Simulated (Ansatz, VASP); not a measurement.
**One calculation of Co, two programs**

```
Co
1.0
     2.52080    0.00000    0.00000
     0.00000    2.52080    0.00000
     0.00000    0.00000    3.56302
Co
2
Direct
  0.00000 0.00000 0.00000
  0.50000 0.50000 0.50000
```

Alike in both runs: task single point; functional revPBE; k mesh 14 × 14 × 10; occupations fermi-dirac, width 0.05 eV; collinear spin.

|  | VASP | Ansatz |
| --- | --- | --- |
| version | VASP 6.6.1 | Ansatz 0.2.0 |
| potentials or method | VASP PAW PBE potentials, release 64 (Co), cutoff 520 eV | plane waves (420 eV) with PAW, scalar-relativistic |
| valence electrons in the cell | 18 | 34 |

VASP gave:

- pressure (GPa): -3.2
- traceless stress, the component that is largest in VASP (GPa): -0.15
- net moment per atom (μB): 1.69
- size of the moment on the site where the two differ most (μB): 1.72

What did Ansatz give for the same quantities?

Pressure (GPa): -2.7; traceless stress, the component that is largest in VASP (GPa): -0.18; net moment per atom (μB): 1.71; size of the moment on the site where the two differ most (μB): 1.78.

VASP's potentials were made for PBE, not for revPBE. Site moments also hang on the region over which each program counts them. VASP's potentials hold 18 valence electrons a cell and Ansatz's 34, so a difference there can come from the potentials and not from the codes.
